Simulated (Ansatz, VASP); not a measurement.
# Two plane-wave programs on Ge

```
CELL_PARAMETERS angstrom
0.00000 2.81085 2.81085
2.81085 0.00000 2.81085
2.81085 2.81085 0.00000
ATOMIC_POSITIONS crystal
Ge 0.87500 0.87500 0.87500
Ge 0.12500 0.12500 0.12500
```

Alike in both runs: functional LDA; k mesh 10 × 10 × 10; occupations fermi-dirac, width 0.02 eV; no spin polarisation.

Ansatz relaxed the structure, and its values are those at the end. VASP's run is a single point on that final structure, the one shown.

|  | VASP | Ansatz |
| --- | --- | --- |
| version | VASP 6.6.1 | Ansatz 0.2.0 |
| potentials or method | VASP PAW LDA potentials, release 64 (Ge_d) | PAW with Ansatz's default frozen-core files, scalar-relativistic |
| plane-wave cutoff (eV) | 520 | 420 |
| valence electrons in the cell | 28 | 28 |

Ansatz gave:

- pressure (GPa): 0.0

**Question.** Estimate VASP's values.

**Answer.** Pressure (GPa): 0.2.

LDA's correlation is that of Perdew and Zunger in VASP and of Perdew and Wang (1992) in Ansatz.
